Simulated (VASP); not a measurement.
# Pt (Im-3m) in VASP: a series of runs

The runs below take Pt through single point, with PBEsol, PBEsol+D3(BJ), BLYP+D3(BJ).

All numbers are computed with VASP 6.6.1; they aren't measurements. Logs are shortened: lines on timing, memory, paths and dates and some standing lists are left out, and cuts for length are marked.

### 1 The cell of the first run

Symmetry: Im-3m, No. 229, cubic system. The conventional cell has a = 3.121 Å, b = 3.121 Å, c = 3.121 Å, α = 90.00°, β = 90.00°, γ = 90.00°. Within 3.6 Å of Pt (site symmetry m-3m) lie 14 Pt at 2.70 to 3.12 Å.

### 2 Single point, PBEsol

Input file INCAR:

```
ALGO = Normal
EDIFF = 1E-6
ENCUT = 520
GGA = PS
ISIF = 2
ISMEAR = -1
LASPH = True
LCHARG = False
LREAL = False
LWAVE = False
NBANDS = 11
NELM = 60
PREC = Accurate
SIGMA = 0.05
```

Input file KPOINTS:

```
k-points
0
Gamma
  13 13 13
```

Input file POSCAR:

```
Pt
1.0
    2.7031248932     -0.0000000150     -0.0000000259
   -0.9010416170      2.5485305948     -0.0000000259
   -0.9010416170     -1.2742652600      2.2070922590
Pt
1
Direct
    0.0000000000      0.0000000000      0.0000000000
```

Potentials or basis: VASP PAW PBE potentials, release 64 (Pt).

The run is started by

```sh
> cat potpaw_PBE.64/Pt/POTCAR > POTCAR
> mpirun -np 1 vasp_std > vasp.out
```

OUTCAR:

```text
EDIFF = 1E-6
   ENCUT = 520
   GGA = PS
   ISIF = 2
   ISMEAR = -1
   LASPH = True
   LREAL = False
   NELM = 60
   PREC = Accurate

 ion  position               nearest neighbor table
   1  0.000  0.000  0.000-

  LATTYP: Found a body centered cubic cell.
 ALAT       =     3.1212997695

  Lattice vectors:

 A1 = (   2.7031248932,  -0.0000000150,  -0.0000000259)
 A2 = (  -0.9010416170,   2.5485305948,  -0.0000000259)
 A3 = (  -0.9010416170,  -1.2742652600,   2.2070922590)

Analysis of symmetry for initial positions (statically):
=====================================================================
 Subroutine PRICEL returns:
 Original cell was already a primitive cell.

 Routine SETGRP: Setting up the symmetry group for a
 body centered cubic supercell.

 Subroutine GETGRP returns: Found 48 space group operations
 (whereof 48 operations were pure point group operations)
 out of a pool of 48 trial point group operations.

The static configuration has the point symmetry O_h .

Analysis of symmetry for dynamics (positions and initial velocities):
=====================================================================
 Subroutine PRICEL returns:
 Original cell was already a primitive cell.

 Routine SETGRP: Setting up the symmetry group for a
 body centered cubic supercell.

 Subroutine GETGRP returns: Found 48 space group operations
 (whereof 48 operations were pure point group operations)
 out of a pool of 48 trial point group operations.

The dynamic configuration has the point symmetry O_h .

 Subroutine INISYM returns: Found 48 space group operations
 (whereof 48 operations are pure point group operations),
 and found     1 'primitive' translations

----------------------------------------------------------------------------------------

                                     Primitive cell

  volume of cell :      15.2047

  direct lattice vectors                    reciprocal lattice vectors
     2.703124893 -0.000000015 -0.000000026     0.369942214  0.130794324  0.226542408
    -0.901041617  2.548530595 -0.000000026     0.000000004  0.392382972  0.226542408
    -0.901041617 -1.274265260  2.207092259     0.000000004  0.000000006  0.453084826

  length of vectors
     2.703124893  2.703124893  2.703124893     0.453084826  0.453084826  0.453084826

  position of ions in fractional coordinates (direct lattice)
     0.000000000  0.000000000  0.000000000

  ion indices of the primitive-cell ions
   primitive index   ion index
                 1           1

----------------------------------------------------------------------------------------

 KPOINTS: k-points

Automatic generation of k-mesh.
 Grid dimensions read from file:
 generate k-points for:   13   13   13

 Generating k-lattice:

  Cartesian coordinates                     Fractional coordinates (reciprocal lattice)
     0.028457093  0.010061102  0.017426339     0.076923077  0.000000000  0.000000000
     0.000000000  0.030183306  0.017426339     0.000000000  0.076923077 -0.000000000
     0.000000000  0.000000000  0.034852679    -0.000000000 -0.000000000  0.076923077

  Length of vectors
     0.034852679  0.034852679  0.034852679

  Shift w.r.t. Gamma in fractional coordinates (k-lattice)
     0.000000000  0.000000000  0.000000000

 Subroutine IBZKPT returns following result:
 ===========================================

 Found     84 irreducible k-points:

 Following reciprocal coordinates:
            Coordinates               Weight
  0.000000  0.000000  0.000000      1.000000
  0.076923 -0.000000  0.000000     12.000000
  0.153846 -0.000000  0.000000     12.000000
  0.230769 -0.000000  0.000000     12.000000
  0.307692 -0.000000  0.000000     12.000000
  0.384615 -0.000000  0.000000     12.000000
[... 16 lines left out ...]
  0.153846  0.076923  0.076923     24.000000
  0.230769  0.076923  0.076923     24.000000
 [... further k-points ...]
   k-points           NKPTS =     84   k-points in BZ     NKDIM =     84   number of bands    NBANDS=     11
   number of dos      NEDOS =    301   number of ions     NIONS =      1
   total plane-waves  NPLWV =   8000
   dimension x,y,z NGX =    20 NGY =   20 NGZ =   20
   dimension x,y,z NGXF=    40 NGYF=   40 NGZF=   40
   ions per type =               1
   NGX,Y,Z   is equivalent  to a cutoff of  12.30, 12.30, 12.30 a.u.
   NGXF,Y,Z  is equivalent  to a cutoff of  24.60, 24.60, 24.60 a.u.
 SYSTEM =  unknown system
   PREC   = accura    normal or accurate (medium, high low for compatibility)
   ISTART =      0    job   : 0-new  1-cont  2-samecut
   ICHARG =      2    charge: 1-file 2-atom 10-const
   ISPIN  =      1    spin polarized calculation?
   LNONCOLLINEAR =      F non collinear calculations
   LSORBIT =      F    spin-orbit coupling
   LASPH  =      T    aspherical Exc in radial PAW
   ENCUT  =  520.0 eV  38.22 Ry    6.18 a.u.   5.03  5.03  5.03*2*pi/ulx,y,z
   NELM   =     60;   NELMIN=  2; NELMDL= -5     # of ELM steps
   EDIFF  = 0.1E-05   stopping-criterion for ELM
   LREAL  =      F    real-space projection
   EDIFFG = 0.1E-04   stopping-criterion for IOM
   NSW    =      0    number of steps for IOM
   IBRION =     -1    ionic relax: 0-MD 1-quasi-New 2-CG
   NFREE  =      0    steps in history (QN), initial steepest desc. (CG)
   ISIF   =      2    stress and relaxation
   ISYM   =      2    0-nonsym 1-usesym 2-fastsym
   POTIM  = 0.5000    time-step for ionic-motion
   TEBEG  =    0.0;   TEEND  =   0.0 temperature during run
   PSTRESS=    0.0 pullay stress
   NELECT =      10.0000    total number of electrons
   NUPDOWN=      -1.0000    fix difference up-down
   EMIN   =  10.00;   EMAX   =-10.00  energy-range for DOS
   EFERMI =   0.00;   METHOD = LEGACY
   ISMEAR =    -1;   SIGMA  =   0.05  broadening in eV -4-tet -1-fermi 0-gaus
   EFERMI_NEDOS =   21; number of points for ismear=-14 and -15
   IALGO  =     38    algorithm
   IMIX   =      4    mixing-type and parameters
     AMIX     =   0.40;   BMIX     =  1.00
     AMIX_MAG =   1.60;   BMIX_MAG =  1.00
  volume/ion in A,a.u.               =      15.20       102.61
  Fermi-wavevector in a.u.,A,eV,Ry     =   1.423692  2.690388 27.577630  2.026899
  Thomas-Fermi vector in A             =   2.544262
   LORBIT       =      0    0 simple, 1 ext, 2 COOP (PROOUT), +10 PAW based schemes
   GGA     = PS    functional components
   LHFCALC =     F    Hartree Fock is set to
   AEXX    =    0.0000 exact exchange contribution
   IVDW    =     0    specifies the selected vdW correction
   LEPSILON=     F    determine dielectric tensor
   LRPA    =     F    only Hartree local field effects (RPA)
 non-spin polarized calculation
  energy-cutoff  :      520.00
  volume of cell :       15.20
 maximum number of plane-waves:       420
   NGX =  9   NGY =  9   NGZ =  9

 number of electron      10.0000000 magnetization

 number of electron       9.9999997 magnetization

 Free energy of the ion-electron system (eV)
  ---------------------------------------------------
  ext. energy  EPLUGINS =         0.00000000
  ---------------------------------------------------
  free energy    TOTEN  =        -6.84820338 eV

  energy without entropy =       -6.83919445  energy(sigma->0) =       -6.84369891

 E-fermi :  10.7732     XC(G=0): -13.5737

 val. band max:       10.7701013436   @ k =  -0.3846  -0.4615   0.2308
 cond. band min:      10.8296771438   @ k =  -0.3846   0.3846   0.1538
 fundamental gap:      0.0595758002
 Fermi energy:        10.7732329377

 k-point     1 :       0.0000    0.0000    0.0000
  band No.  band energies     occupation
      1       0.7481      2.00000
      2       7.0097      2.00000
      3       7.0097      2.00000
      4       7.0097      2.00000
      5       9.6729      2.00000
      6       9.6729      2.00000
      7      27.7881      0.00000
      8      27.7881      0.00000
      9      27.7881      0.00000
     10      38.2862      0.00000
     11      38.2862      0.00000

 k-point     2 :       0.0769   -0.0000    0.0000
  band No.  band energies     occupation
      1       0.9973      2.00000
      2       6.9091      2.00000
      3       7.0076      2.00000
      4       7.2132      2.00000
      5       9.5437      2.00000
      6       9.6797      2.00000
      7      27.9058      0.00000
      8      28.0103      0.00000
      9      28.1608      0.00000
     10      35.7261      0.00000
     11      36.3538      0.00000

 k-point     3 :       0.1538   -0.0000    0.0000
  band No.  band energies     occupation
      1       1.7009      2.00000
      2       6.6410      2.00000
      3       6.9801      2.00000
      4       7.8065      2.00000
      5       9.2991      2.00000
      6       9.7065      2.00000
      7      27.9326      0.00000
      8      28.0341      0.00000
      9      29.2295      0.00000
     10      33.9083      0.00000
     11      34.0211      0.00000

 k-point     4 :       0.2308   -0.0000    0.0000
  band No.  band energies     occupation
      1       2.6790      2.00000
      2       6.2861      2.00000
      3       6.9890      2.00000
      4       8.7310      2.00000
      5       9.1989      2.00000
      6       9.7645      2.00000
      7      26.2457      0.00000
      8      27.1445      0.00000
      9      30.8576      0.00000
     10      33.5562      0.00000
     11      33.6015      0.00000
[... 239 lines left out ...]
 k-point    22 :       0.0769    0.0769    0.0769
  band No.  band energies     occupation
      1       2.1423      2.00000
      2       6.5768      2.00000
      3       6.5768      2.00000
      4       8.4619      2.00000
      5       9.5045      2.00000
      6       9.5045      2.00000
      7      28.0314      0.00000
      8      28.0314      0.00000
      9      28.8581      0.00000
     10      31.4781      0.00000
     11      35.5925      0.00000

 k-point    23 :       0.1538    0.0769    0.0769
  band No.  band energies     occupation
      1       3.1075      2.00000
      2       6.2099      2.00000
      3       6.4339      2.00000
      4       9.3794      2.00000
      5       9.5846      2.00000
      6       9.6863      2.00000
      7      26.3328      0.00000
      8      27.0241      0.00000
      9      28.7772      0.00000
     10      29.9712      0.00000
     11      36.3954      0.00000

 k-point    24 :       0.2308    0.0769    0.0769
  band No.  band energies     occupation
      1       3.9594      2.00000
      2       5.8792      2.00000
      3       6.6997      2.00000
      4       9.4212      2.00000
      5       9.8443      2.00000
      6      10.9438      0.06392
      7      23.0498      0.00000
      8      25.7026      0.00000
      9      27.4191      0.00000
     10      31.6394      0.00000
     11      37.5241      0.00000

 [... further k-points ...]
[... 5 lines left out ...]
  --------------------------------------------------------------------------------------
  -------------------------------------------------------------------------------------
  Total       -0.0333579     -0.0333579     -0.0333579      0.0000000      0.0000000      0.0000000
  in kB       -3.5150659     -3.5150659     -3.5150659      0.0000000      0.0000000      0.0000000
  external PRESSURE =      -3.5150659 kB  Pullay stress =       0.0000000 kB

 VOLUME and BASIS-vectors are now :
 -----------------------------------------------------------------------------
  energy-cutoff  :      520.00
  volume of cell :       15.20
      direct lattice vectors                 reciprocal lattice vectors
     2.703124893 -0.000000015 -0.000000026     0.369942214  0.130794324  0.226542408
    -0.901041617  2.548530595 -0.000000026     0.000000004  0.392382972  0.226542408
    -0.901041617 -1.274265260  2.207092259     0.000000004  0.000000006  0.453084826

 POSITION                                       TOTAL-FORCE (eV/Angst)
 -----------------------------------------------------------------------------------
      0.00000      0.00000      0.00000         0.000000     -0.000000     -0.000000
 -----------------------------------------------------------------------------------
    total drift:                               -0.000000      0.000000     -0.000000

  FREE ENERGIE OF THE ION-ELECTRON SYSTEM (eV)
  ---------------------------------------------------
  free  energy   TOTEN  =        -6.8482033765 eV

  energy  without entropy=       -6.8391944524  energy(sigma->0) =       -6.84369891
```

It took 7.9 s on 1 thread of AMD EPYC 7R13 (Zen 3), shared host; peak memory 0.1 GiB.

What came out:

| Item | Value |
| --- | --- |
| Free energy | -6.8482 eV |
| Pressure | -0.4 GPa |
| Band gap on the k mesh | zero (band 5 reaches 11.71 eV, above the bottom of band 6 at 9.50 eV) |

Caveat: the PAW data sets were made with another functional, which shifts forces and pressure a little; spin-orbit coupling is left out, which moves the levels of the heavy elements.

(Part 1 of 2 ends here.)
